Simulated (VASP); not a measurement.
Input of a VASP 6.6.1 run:

File POSCAR:

```
Ba2TeS
1.0
    4.8866742377      0.0000000000      0.0000000000
    0.0000000000      4.8866742377      0.0000000000
    0.0000000000      0.0000000000      6.9170230417
S Ba Te
1 2 1
Direct
    0.0000000000      0.0000000000      0.0000000000
    0.0000000000      0.0000000000      0.5000000000
    0.5000000000      0.5000000000      0.0000000000
    0.5000000000      0.5000000000      0.5000000000
```

Contents of INCAR.step1:

```
SYSTEM = Ba2TeS
ALGO     = Normal         ! electronic algorithm
EDIFF    = 1E-4           ! SCF threshold, eV
ENCUT    = 520            ! plane-wave cutoff, eV
GGA      = PE             ! functional
ISMEAR   = 0              ! smearing method
LASPH    = .True.         ! aspherical terms in the spheres
LCHARG   = .False.        ! write CHGCAR
LREAL    = .False.        ! projectors in reciprocal space
LWAVE    = .True.         ! write WAVECAR
NBANDS   = 24             ! bands
NELM     = 60             ! most SCF steps
PREC     = Accurate       ! precision mode
SIGMA    = 0.01           ! smearing width, eV
```

Contents of INCAR.step2:

```
SYSTEM = Ba2TeS
ALGO     = Normal         ! electronic algorithm
EDIFF    = 1E-7           ! SCF threshold, eV
ENCUT    = 520            ! plane-wave cutoff, eV
ISIF     = 2              ! what is computed and relaxed
ISMEAR   = 0              ! smearing method
ISTART   = 1            
LASPH    = .True.         ! aspherical terms in the spheres
LCHARG   = .True.         ! write CHGCAR
LELF     = .True.         ! ELF
LMIXTAU  = .True.       
LREAL    = .False.        ! projectors in reciprocal space
LVHAR    = .True.       
LWAVE    = .False.        ! write WAVECAR
METAGGA  = R2SCAN         ! meta-GGA
NBANDS   = 24             ! bands
NELM     = 60             ! most SCF steps
PREC     = Accurate       ! precision mode
SIGMA    = 0.01           ! smearing width, eV
```

KPOINTS

```
k-points
0
Gamma
  4 4 4
  0 0 0
```

Potentials or basis: VASP PAW PBE potentials, release 64 (S, Ba_sv, Te).

Launch:

```bash
$ cat potpaw_PBE.64/S/POTCAR potpaw_PBE.64/Ba_sv/POTCAR potpaw_PBE.64/Te/POTCAR > POTCAR
$ cp INCAR.step1 INCAR
$ mpirun -np 1 vasp_std > vasp.out
$ cp INCAR.step2 INCAR
$ mpirun -np 1 vasp_std > vasp.out
```

Estimate the pressure.

-1.5 GPa.

Predict the band gap on the k mesh.

2.17 eV.

Caveat: the PAW data sets were made with another functional, which shifts forces and pressure a little; spin-orbit coupling is left out, which moves the levels of the heavy elements. A k mesh can miss the band edges.
